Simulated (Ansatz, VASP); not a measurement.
**One calculation of Zn, two programs**

```
Zn
1.0
     2.30510   -1.32594    0.00168
     2.30510    1.32594    0.00168
    -1.61224    0.00000    7.46442
Zn
3
Direct
  0.00000 0.00000 0.00000
  0.22345 0.22345 0.66535
  0.77655 0.77655 0.33465
```

Alike in both runs: functional PBE; k mesh 16 × 16 × 6; occupations gaussian, width 0.1 eV; no spin polarisation.

Ansatz relaxed the structure, and its values are those at the end. VASP's run is a single point on that final structure, the one shown.

```csv
,VASP,Ansatz
version,VASP 6.6.1,Ansatz 0.2.0
potentials or method,"VASP PAW PBE potentials, release 64 (Zn), cutoff 520 eV","scalar-relativistic, plane waves, PAW"
valence electrons in the cell,36,36
```

Ansatz gave:

| Item | Value |
| --- | --- |
| gap on the k mesh at the Fermi level (eV) | none |
| pressure (GPa) | 0.0 |

Q: Which values does VASP return?

A: gap on the k mesh at the Fermi level (eV): none; pressure (GPa): 0.3.

A gap of «none» marks a metal or a gap that the smearing closes. The functional is the same, so the differences come from potentials, cutoffs and numerics.
